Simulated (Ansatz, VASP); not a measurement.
Two plane-wave programs on TaN

The input INCAR:

```
SYSTEM = TaN
  PREC = Accurate
  ENCUT = 520
  EDIFF = 1E-8
  ISMEAR = -1
  SIGMA = 0.01
  LREAL = .FALSE.
  LASPH = .TRUE.
  NELM = 120
  ALGO = Normal
  ISIF = 2
  LWAVE = .FALSE.
  LCHARG = .FALSE.
  GGA = PS
  LEFG = .TRUE.
  NBANDS = 36
  GGA_COMPAT = .FALSE.
```

Contents of KPOINTS:

```
Automatic mesh
0
G
  6 6 9
  0 0 0
```

The input POSCAR:

```
TaN
1.0
    5.1257760305      0.0000000000      0.0000000000
   -2.5628880152      4.4390522565      0.0000000000
    0.0000000000      0.0000000000      2.8716573394
Ta N
3 3
Direct
    0.3333333333      0.6666666667      0.5000000000
    0.6666666667      0.3333333333      0.5000000000
    0.0000000000      0.0000000000      0.0000000000
    0.3928500000      0.0000000000      0.0000000000
    0.6071500000      0.6071500000      0.0000000000
    0.0000000000      0.3928500000      0.0000000000
```

Input for Ansatz:

```yaml
crystal:
  lattice:
    - [5.1257760305, 0.0, 0.0]
    - [-2.5628880152, 4.4390522565, 0.0]
    - [0.0, 0.0, 2.8716573394]
  atoms:
    - { symbol: Ta, position: [0.3333333333, 0.6666666667, 0.5] }
    - { symbol: Ta, position: [0.6666666667, 0.3333333333, 0.5] }
    - { symbol: Ta, position: [0.0, 0.0, 0.0] }
    - { symbol: "N", position: [0.39285, 0.0, 0.0] }
    - { symbol: "N", position: [0.60715, 0.60715, 0.0] }
    - { symbol: "N", position: [0.0, 0.39285, 0.0] }
kpoints:
  mp_grid: { grid: [6, 6, 9] }
scf:
  occupations: { method: fermi_dirac, width: 0.01 }
hamiltonian:
  xc: pbesol
  pseudopotentials: { kind: paw }
output:
  forces: true
  stress: true
  eigenvalues: true
  efg: { contact_densities: true }
```

Change from the starting cell: volume scaled by 0.96, PAW files.

Alike in both runs: task electric field gradients; functional PBEsol; k mesh 6 × 6 × 9; occupations fermi-dirac, width 0.01 eV; no spin polarisation.

|  | VASP | Ansatz |
| --- | --- | --- |
| version | VASP 6.6.1 | Ansatz 0.2.0 |
| potentials or method | VASP PAW PBE potentials, release 64 (Ta_sv_GW, N) | PAW with Ansatz's default frozen-core files, scalar-relativistic |
| plane-wave cutoff (eV) | 520 | 420 |
| valence electrons in the cell | 54 | 54 |

```csv
,VASP,Ansatz,Ansatz less VASP
rms of the force components (eV/Å),0.087,0.083,-0.0036
size of Vzz on the site where it differs most (V/Å²),185.2,157.1,-28.04
```

VASP's potentials were made for PBE, not for PBEsol. Atom by atom the forces differ by 0.004 eV/Å (rms over components).

Spin-orbit coupling is off throughout.
